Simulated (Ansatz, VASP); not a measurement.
# Two plane-wave programs on Al2GaP3

The input INCAR:

```
ALGO     = Normal         # electronic algorithm
EDIFF    = 1E-6           # SCF threshold, eV
ENCUT    = 520            # plane-wave cutoff, eV
GGA      = PE             # functional
ISIF     = 2              # what is computed and relaxed
ISMEAR   = -1             # smearing method
LASPH    = T              # aspherical terms in the spheres
LCHARG   = F              # write CHGCAR
LREAL    = F              # projectors in reciprocal space
LWAVE    = F              # write WAVECAR
NBANDS   = 26             # bands
NELM     = 60             # most SCF steps
PREC     = Accurate       # precision mode
SIGMA    = 0.02           # smearing width, eV
```

KPOINTS

```
k-points
0
Gamma
  8 8 8
```

File POSCAR:

```
Al2GaP3
1.0
   -1.9343324605      5.8028342932      2.7346188875
    1.9343324605     -5.8028342932      2.7346188875
    1.9343324605      5.8028342932     -2.7346188875
Al P Ga
2 3 1
Direct
    0.6665651013      0.9999515690      0.6666135323
    0.3333380367     -0.0000484310      0.3333864677
    0.4164904416      0.2499762241      0.1665142176
    0.0834620065      0.2499762241      0.8334857824
    0.7501986364      0.2501986364      0.5000000000
   -0.0000542226     -0.0000542226      0.0000000000
```

Input for Ansatz:

```yaml
crystal:
  lattice:
    - [-1.9343324605, 5.8028342932, 2.7346188875]
    - [1.9343324605, -5.8028342932, 2.7346188875]
    - [1.9343324605, 5.8028342932, -2.7346188875]
  atoms:
    - { symbol: Al, position: [0.6665651013, 0.999951569, 0.6666135323] }
    - { symbol: P, position: [0.4164904416, 0.2499762241, 0.1665142176] }
    - { symbol: Al, position: [0.3333380367, -4.8431e-05, 0.3333864677] }
    - { symbol: P, position: [0.0834620065, 0.2499762241, 0.8334857824] }
    - { symbol: Ga, position: [-5.42226e-05, -5.42226e-05, 0.0] }
    - { symbol: P, position: [0.7501986364, 0.2501986364, 0.5] }
kpoints:
  mp_grid: { grid: [8, 8, 8] }
  band_path:
    path:
      - [[0.0, 0.0, 0.0], [0.5, -0.5, 0.5], [0.2777793391848, -0.2777793391848, 0.7222206608152]]
      - [[-0.2777793391848, 0.2777793391848, 0.2777793391848], [0.0, 0.0, 0.0], [0.305520489815, 0.305520489815, -0.305520489815]]
      - [[0.694479510185, -0.305520489815, 0.305520489815], [0.5, -0.5, 0.5]]
      - [[0.0, 0.0, 0.0], [5.030308321768e-17, 0.5, -1.496358675697e-17], [0.25, 0.25, 0.25], [0.5, 8.564257967839e-17, 1.263943990858e-16], [0.0, 0.0, 0.0], [7.178082901273e-17, -3.351597537302e-17, 0.5], [0.25, 0.25, 0.25]]
    npoints: 10
hamiltonian:
  xc: pbe
scf:
  occupations: { method: fermi_dirac, width: 0.02 }
  n_extra_bands: 5
output:
  forces: true
  stress: true
  eigenvalues: true
```

Alike in both runs: task single point; functional PBE; k mesh 8 × 8 × 8; occupations fermi-dirac, width 0.02 eV; no spin polarisation.

```csv
,VASP,Ansatz
version,VASP 6.6.1,Ansatz 0.2.0
potentials or method,"VASP PAW PBE potentials, release 64 (Al, P, Ga_d)","plane waves, PAW"
plane-wave cutoff (eV),520,420
valence electrons in the cell,34,34
```

```tsv
	VASP	Ansatz	Ansatz less VASP
gap on the k mesh at the Fermi level (eV)	1.61	1.61	+0.002
pressure (GPa)	1.6	1.7	+0.08
rms of the force components (eV/Å)	0.029	0.027	-0.0020
```
